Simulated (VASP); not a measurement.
A run of VASP 6.6.1 is set up as follows.

File INCAR:

```
PREC     = Accurate       # precision mode
ENCUT    = 520            # plane-wave cutoff, eV
EDIFF    = 1E-6           # SCF threshold, eV
ISMEAR   = 0              # smearing method
SIGMA    = 0.1            # smearing width, eV
LREAL    = F              # projectors in reciprocal space
LASPH    = T              # aspherical terms in the spheres
NELM     = 60             # most SCF steps
ALGO     = Normal         # electronic algorithm
ISIF     = 2              # what is computed and relaxed
LWAVE    = F              # write WAVECAR
LCHARG   = T              # write CHGCAR
GGA      = PE             # functional
LELF     = T              # ELF
LVHAR    = T            
NBANDS   = 33             # bands
```

Contents of KPOINTS:

```
regular mesh
0
Gamma
  12 12 4
```

File POSCAR:

```
KPd2Se2I
1.0
    4.0308784340      0.0000000000      0.0000000000
   -2.0154392170      3.4908431234      0.0000000000
    0.0000000000      0.0000000000     10.4391862576
K Pd Se I
1 2 2 1
Direct
    0.0000000000      0.0000000000      0.5000000000
    0.6666666667      0.3333333333      0.1712497388
    0.3333333333      0.6666666667      0.8287502612
    0.6666666667      0.3333333333      0.7263172702
    0.3333333333      0.6666666667      0.2736827298
    0.0000000000      0.0000000000      0.0000000000
```

Potentials or basis: VASP PAW PBE potentials, release 64 (K_sv, Pd, Se, I).

The run is started by

```console
$ cat potpaw_PBE.64/K_sv/POTCAR potpaw_PBE.64/Pd/POTCAR potpaw_PBE.64/Se/POTCAR potpaw_PBE.64/I/POTCAR > POTCAR
$ mpirun -np 1 vasp_std > vasp.out
```

Question: Predict the band gap on the k mesh.

Answer: Zero (bands 24 and 25 overlap by 1.38 eV).

Question: Estimate the pressure.

Answer: 0.0 GPa.

Forces on the atoms (eV/Å):
```
K    0.000  0.000  0.000
Pd   0.000  0.000 -0.003
Pd   0.000  0.000  0.003
Se   0.000  0.000  0.009
Se   0.000  0.000 -0.009
I    0.000  0.000  0.000
```

Caveat: spin-orbit coupling is left out, which moves the levels of the heavy elements.
